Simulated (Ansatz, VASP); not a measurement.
# HgTe: VASP beside Ansatz

The input INCAR:

```
  PREC = Accurate
  ENCUT = 520
  EDIFF = 1E-8
  ISMEAR = -1
  SIGMA = 0.05
  LREAL = F
  LASPH = T
  NELM = 80
  ALGO = Normal
  ISIF = 2
  LWAVE = F
  LCHARG = F
  GGA = PS
  LEFG = T
  NBANDS = 16
```

File KPOINTS:

```
regular mesh
0
Gamma
  9 9 9
```

POSCAR

```
HgTe
1.0
    0.0000000000      3.2867219331      3.2867219331
    3.2867219331      0.0000000000      3.2867219331
    3.2867219331      3.2867219331      0.0000000000
Hg Te
1 1
Direct
    0.0000000000      0.0000000000      0.0000000000
    0.7500000000      0.7500000000      0.7500000000
```

Input for Ansatz:

```yaml
crystal:
  lattice:
    - [0.0, 3.2867219331, 3.2867219331]
    - [3.2867219331, 0.0, 3.2867219331]
    - [3.2867219331, 3.2867219331, 0.0]
  atoms:
    - { symbol: Hg, position: [0.0, 0.0, 0.0] }
    - { symbol: Te, position: [0.75, 0.75, 0.75] }
kpoints:
  mp_grid: { grid: [9, 9, 9] }
scf:
  occupations: { method: fermi_dirac, width: 0.05 }
hamiltonian:
  xc: pbesol
  pseudopotentials: { kind: all_electron, datasets: crystal }
output:
  forces: true
  stress: true
  eigenvalues: true
  efg: { contact_densities: true }
```

Change from the starting cell: volume scaled by 1.06, crystal datasets.

Alike in both runs: task electric field gradients; functional PBEsol; k mesh 9 × 9 × 9; occupations fermi-dirac, width 0.05 eV; no spin polarisation.

|  | VASP | Ansatz |
| --- | --- | --- |
| version | VASP 6.6.1 | Ansatz 0.2.0 |
| potentials or method | VASP PAW PBE potentials, release 64 (Hg, Te), cutoff 520 eV | all-electron PAW with datasets made for the crystal, scalar-relativistic |

```tsv
	VASP	Ansatz	Ansatz less VASP
pressure (GPa)	-1.0	-1.1	-0.09
```

VASP's potentials were made for PBE, not for PBEsol. Ansatz ran all-electron here, and VASP with PAW potentials.

Spin-orbit coupling is off throughout.
